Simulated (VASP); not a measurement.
# LiF (P6_3mc) in VASP: a series of runs

Runs on LiF. Level: LDA. Tasks: single point.

Everything below comes from runs of VASP 6.6.1. Logs are shortened: lines on timing, memory, paths and dates and some standing lists are left out, and cuts for length are marked.

**1. The cell of the first run**

The structure is hexagonal, space group P6_3mc (No. 186). Conventional cell: a = 3.046 Å, b = 3.046 Å, c = 4.609 Å, α = 90.00°, β = 90.00°, γ = 120.00°. Within 2.3 Å of Li (site symmetry 3m) lie 4 F at 1.72 to 1.85 Å. Within 2.3 Å of F (site symmetry 3m) lie 4 Li at 1.72 to 1.85 Å.

**2. Single point, LDA (c/a of the conventional cell at fixed volume 1.5130)**

INCAR

```
SYSTEM = LiF
  PREC = Accurate
  ENCUT = 520
  EDIFF = 1E-7
  ISMEAR = 0
  SIGMA = 0.05
  LREAL = .FALSE.
  LASPH = .TRUE.
  NELM = 80
  ALGO = Normal
  ISIF = 2
  LWAVE = .FALSE.
  LCHARG = .FALSE.
  NBANDS = 18
```

KPOINTS

```
Automatic mesh
0
G
  9 9 6
  0 0 0
```

POSCAR

```
LiF
1.0
    3.0464146835      0.0000000000      0.0000000000
   -1.5232073417      2.6382725064      0.0000000000
    0.0000000000      0.0000000000      4.6092254161
Li F
2 2
Direct
    0.3333333333      0.6666666667      0.3652620286
    0.6666666667      0.3333333333      0.8652620286
    0.3333333333      0.6666666667      0.9910195924
    0.6666666667      0.3333333333      0.4910195924
```

Potentials or basis: VASP PAW LDA potentials, release 64 (Li_sv, F).

On the command line:

```bash
$ cat potpaw_LDA.64/Li_sv/POTCAR potpaw_LDA.64/F/POTCAR > POTCAR
$ mpirun -np 1 vasp_std > vasp.out
```

OUTCAR:

```text
SYSTEM = LiF
   PREC = Accurate
   ENCUT = 520
   EDIFF = 1E-7
   ISMEAR = 0
   LREAL = .FALSE.
   LASPH = .TRUE.
   NELM = 80
   ISIF = 2

 ion  position               nearest neighbor table
   1  0.333  0.667  0.365-   3 1.72   4 1.85   4 1.85   4 1.85
   2  0.667  0.333  0.865-   4 1.72   3 1.85   3 1.85   3 1.85
   3  0.333  0.667  0.991-   1 1.72   2 1.85   2 1.85   2 1.85
   4  0.667  0.333  0.491-   2 1.72   1 1.85   1 1.85   1 1.85

  LATTYP: Found a hexagonal cell.
 ALAT       =     3.0464146835
 C/A-ratio  =     1.5130000000

  Lattice vectors:

 A1 = (   3.0464146835,   0.0000000000,   0.0000000000)
 A2 = (  -1.5232073417,   2.6382725064,   0.0000000000)
 A3 = (   0.0000000000,   0.0000000000,   4.6092254161)

Analysis of symmetry for initial positions (statically):
=====================================================================
 Subroutine PRICEL returns:
 Original cell was already a primitive cell.

 Routine SETGRP: Setting up the symmetry group for a
 hexagonal supercell.

 Subroutine GETGRP returns: Found 12 space group operations
 (whereof  6 operations were pure point group operations)
 out of a pool of 24 trial point group operations.

The static configuration has the point symmetry C_3v.
 The point group associated with its full space group is C_6v.

Analysis of symmetry for dynamics (positions and initial velocities):
=====================================================================
 Subroutine PRICEL returns:
 Original cell was already a primitive cell.

 Routine SETGRP: Setting up the symmetry group for a
 hexagonal supercell.

 Subroutine GETGRP returns: Found 12 space group operations
 (whereof  6 operations were pure point group operations)
 out of a pool of 24 trial point group operations.

The dynamic configuration has the point symmetry C_3v.
 The point group associated with its full space group is C_6v.

 Subroutine INISYM returns: Found 12 space group operations
 (whereof  6 operations are pure point group operations),
 and found     1 'primitive' translations

----------------------------------------------------------------------------------------

                                     Primitive cell

  volume of cell :      37.0456

  direct lattice vectors                    reciprocal lattice vectors
     3.046414684  0.000000000  0.000000000     0.328254720  0.189517951  0.000000000
    -1.523207342  2.638272506  0.000000000     0.000000000  0.379035902  0.000000000
     0.000000000  0.000000000  4.609225416     0.000000000  0.000000000  0.216956193

  length of vectors
     3.046414684  3.046414683  4.609225416     0.379035902  0.379035902  0.216956193

  position of ions in fractional coordinates (direct lattice)
     0.333333333  0.666666667  0.365262029
     0.666666667  0.333333333  0.865262029
     0.333333333  0.666666667  0.991019592
     0.666666667  0.333333333  0.491019592

  ion indices of the primitive-cell ions
   primitive index   ion index
                 1           1
                 2           2
                 3           3
                 4           4

----------------------------------------------------------------------------------------

 KPOINTS: Automatic mesh

Automatic generation of k-mesh.
 Grid dimensions read from file:
 generate k-points for:    9    9    6

 Generating k-lattice:

  Cartesian coordinates                     Fractional coordinates (reciprocal lattice)
     0.036472747  0.021057550  0.000000000     0.111111111 -0.000000000  0.000000000
     0.000000000  0.042115100  0.000000000     0.000000000  0.111111111  0.000000000
     0.000000000  0.000000000  0.036159366     0.000000000  0.000000000  0.166666667

  Length of vectors
     0.042115100  0.042115100  0.036159366

  Shift w.r.t. Gamma in fractional coordinates (k-lattice)
     0.000000000  0.000000000  0.000000000

 Subroutine IBZKPT returns following result:
 ===========================================

 Found     48 irreducible k-points:

 Following reciprocal coordinates:
            Coordinates               Weight
  0.000000  0.000000  0.000000      1.000000
  0.111111 -0.000000  0.000000      6.000000
  0.222222 -0.000000  0.000000      6.000000
  0.333333  0.000000  0.000000      6.000000
  0.444444 -0.000000  0.000000      6.000000
  0.111111  0.111111  0.000000      6.000000
[... 16 lines left out ...]
  0.333333  0.222222  0.166667     24.000000
  0.333333  0.333333  0.166667      4.000000
 [... further k-points ...]
   k-points           NKPTS =     48   k-points in BZ     NKDIM =     48   number of bands    NBANDS=     18
   number of dos      NEDOS =    301   number of ions     NIONS =      4
   total plane-waves  NPLWV =  20736
   dimension x,y,z NGX =    24 NGY =   24 NGZ =   36
   dimension x,y,z NGXF=    48 NGYF=   48 NGZF=   72
   ions per type =               2   2
   NGX,Y,Z   is equivalent  to a cutoff of  13.10, 13.10, 12.98 a.u.
   NGXF,Y,Z  is equivalent  to a cutoff of  26.19, 26.19, 25.97 a.u.
 SYSTEM =  LiF
   PREC   = accura    normal or accurate (medium, high low for compatibility)
   ISTART =      0    job   : 0-new  1-cont  2-samecut
   ICHARG =      2    charge: 1-file 2-atom 10-const
   ISPIN  =      1    spin polarized calculation?
   LNONCOLLINEAR =      F non collinear calculations
   LSORBIT =      F    spin-orbit coupling
   LASPH  =      T    aspherical Exc in radial PAW
   ENCUT  =  520.0 eV  38.22 Ry    6.18 a.u.   5.66  5.66  8.57*2*pi/ulx,y,z
   NELM   =     80;   NELMIN=  2; NELMDL= -5     # of ELM steps
   EDIFF  = 0.1E-06   stopping-criterion for ELM
   LREAL  =      F    real-space projection
   EDIFFG = 0.1E-05   stopping-criterion for IOM
   NSW    =      0    number of steps for IOM
   IBRION =     -1    ionic relax: 0-MD 1-quasi-New 2-CG
   NFREE  =      0    steps in history (QN), initial steepest desc. (CG)
   ISIF   =      2    stress and relaxation
   ISYM   =      2    0-nonsym 1-usesym 2-fastsym
   POTIM  = 0.5000    time-step for ionic-motion
   TEBEG  =    0.0;   TEEND  =   0.0 temperature during run
   PSTRESS=    0.0 pullay stress
   NELECT =      20.0000    total number of electrons
   NUPDOWN=      -1.0000    fix difference up-down
   EMIN   =  10.00;   EMAX   =-10.00  energy-range for DOS
   EFERMI =   0.00;   METHOD = LEGACY
   ISMEAR =     0;   SIGMA  =   0.05  broadening in eV -4-tet -1-fermi 0-gaus
   EFERMI_NEDOS =   21; number of points for ismear=-14 and -15
   IALGO  =     38    algorithm
   IMIX   =      4    mixing-type and parameters
     AMIX     =   0.40;   BMIX     =  1.00
     AMIX_MAG =   1.60;   BMIX_MAG =  1.00
  volume/ion in A,a.u.               =       9.26        62.50
  Fermi-wavevector in a.u.,A,eV,Ry     =   1.333028  2.519058 24.177060  1.776964
  Thomas-Fermi vector in A             =   2.461918
   LORBIT       =      0    0 simple, 1 ext, 2 COOP (PROOUT), +10 PAW based schemes
   GGA     = CA    functional components
   LHFCALC =     F    Hartree Fock is set to
   AEXX    =    0.0000 exact exchange contribution
   IVDW    =     0    specifies the selected vdW correction
   LEPSILON=     F    determine dielectric tensor
   LRPA    =     F    only Hartree local field effects (RPA)
 non-spin polarized calculation
 Gauss-broadening in eV      SIGMA  =   0.05
  energy-cutoff  :      520.00
  volume of cell :       37.05
 maximum number of plane-waves:      1008
 NGX is ok and might be reduce to    24
   NGX = 11   NGY = 11   NGZ = 17

 number of electron      19.9999983 magnetization

 Free energy of the ion-electron system (eV)
  ---------------------------------------------------
  ext. energy  EPLUGINS =         0.00000000
  ---------------------------------------------------
  free energy    TOTEN  =       -20.75862270 eV

  energy without entropy =      -20.75862270  energy(sigma->0) =      -20.75862270

 E-fermi :  -2.2246     XC(G=0):  -9.8620

 val. band max:       -2.4803326956   @ k =   0.0000   0.0000   0.0000
 cond. band min:       5.4142025038   @ k =   0.0000   0.0000   0.0000
 fundamental gap:      7.8945351994
 Fermi energy:        -2.2246307090

 k-point     1 :       0.0000    0.0000    0.0000
  band No.  band energies     occupation
      1     -41.5656      2.00000
      2     -41.4881      2.00000
      3     -21.5686      2.00000
      4     -21.3120      2.00000
      5      -4.8362      2.00000
      6      -3.0091      2.00000
[... 10 lines left out ...]
     17      17.2234      0.00000
     18      18.9338      0.00000

 k-point     2 :       0.1111   -0.0000    0.0000
  band No.  band energies     occupation
      1     -41.5600      2.00000
      2     -41.4866      2.00000
      3     -21.5502      2.00000
      4     -21.3068      2.00000
      5      -4.7805      2.00000
      6      -3.1468      2.00000
[... 10 lines left out ...]
     17      17.4421      0.00000
     18      18.7652      0.00000

 k-point     3 :       0.2222   -0.0000    0.0000
  band No.  band energies     occupation
      1     -41.5451      2.00000
      2     -41.4837      2.00000
      3     -21.5004      2.00000
      4     -21.2959      2.00000
      5      -4.6455      2.00000
      6      -3.5418      2.00000
[... 10 lines left out ...]
     17      17.3184      0.00000
     18      18.0564      0.00000

 k-point     4 :       0.3333    0.0000    0.0000
  band No.  band energies     occupation
      1     -41.5263      2.00000
      2     -41.4820      2.00000
      3     -21.4351      2.00000
      4     -21.2899      2.00000
      5      -4.6055      2.00000
      6      -3.8593      2.00000
[... 375 lines left out ...]
      4     -21.2989      2.00000
      5      -4.3792      2.00000
      6      -4.3082      2.00000
[... 10 lines left out ...]
     17      17.9409      0.00000
     18      18.7672      0.00000

 k-point    23 :       0.3333    0.2222    0.1667
  band No.  band energies     occupation
      1     -41.5021      2.00000
      2     -41.4870      2.00000
      3     -21.3527      2.00000
      4     -21.3056      2.00000
      5      -4.6598      2.00000
      6      -4.0754      2.00000
[... 10 lines left out ...]
     17      17.3591      0.00000
     18      19.0218      0.00000

 k-point    24 :       0.3333    0.3333    0.1667
  band No.  band energies     occupation
      1     -41.4928      2.00000
      2     -41.4928      2.00000
      3     -21.3224      2.00000
      4     -21.3224      2.00000
      5      -4.7116      2.00000
      6      -3.8927      2.00000
[... 10 lines left out ...]
     17      16.5149      0.00000
     18      19.0981      0.00000

 [... further k-points ...]
[... 5 lines left out ...]
  --------------------------------------------------------------------------------------
  -------------------------------------------------------------------------------------
  Total       -0.5110230     -0.5110230      1.4631183     -0.0000000      0.0000000     -0.0000000
  in kB      -22.1011286    -22.1011286     63.2780943     -0.0000000      0.0000000     -0.0000000
  external PRESSURE =       6.3586124 kB  Pullay stress =       0.0000000 kB

 VOLUME and BASIS-vectors are now :
 -----------------------------------------------------------------------------
  energy-cutoff  :      520.00
  volume of cell :       37.05
      direct lattice vectors                 reciprocal lattice vectors
     3.046414684  0.000000000  0.000000000     0.328254720  0.189517951  0.000000000
    -1.523207342  2.638272506  0.000000000     0.000000000  0.379035902  0.000000000
     0.000000000  0.000000000  4.609225416     0.000000000  0.000000000  0.216956193

 POSITION                                       TOTAL-FORCE (eV/Angst)
 -----------------------------------------------------------------------------------
     -0.00000      1.75885      1.68358         0.000000      0.000000      0.532884
      1.52321      0.87942      3.98819         0.000000     -0.000000      0.532884
     -0.00000      1.75885      4.56783        -0.000000      0.000000     -0.532884
      1.52321      0.87942      2.26322         0.000000      0.000000     -0.532884
 -----------------------------------------------------------------------------------
    total drift:                                0.000001      0.000001     -0.002642

  FREE ENERGIE OF THE ION-ELECTRON SYSTEM (eV)
  ---------------------------------------------------
  free  energy   TOTEN  =       -20.7586227005 eV

  energy  without entropy=      -20.7586227005  energy(sigma->0) =      -20.75862270
```

It took 19 s on 1 thread of Intel Xeon Platinum 8488C (Sapphire Rapids), shared host; peak memory 0.14 GiB.

What came out:

- Free energy: -20.7586 eV
- Largest force: 0.533 eV/Å
- Band gap on the k mesh: 7.89 eV, direct

Forces in eV/Å, atoms in the order of the input:
```
Li   0.000  0.000  0.533
Li   0.000  0.000  0.533
F    0.000  0.000 -0.533
F    0.000  0.000 -0.533
```

Levels at points of the mesh, in eV from the valence-band top:
```csv
k point,band 8,band 9,band 10,band 11,band 12,band 13
"(0.00, 0.00, 0.00)",-0.10,-0.10,0.00,7.89,12.38,15.82
"(0.00, 0.00, 0.50)",-0.32,-0.32,-0.32,9.61,9.61,18.29
```

Caveat: the cutoff is under 1.25 times the usual one of these potentials, so pressure, stress and relaxed cells hold a basis-set (Pulay) error.

(Part 1 of 2 ends here.)
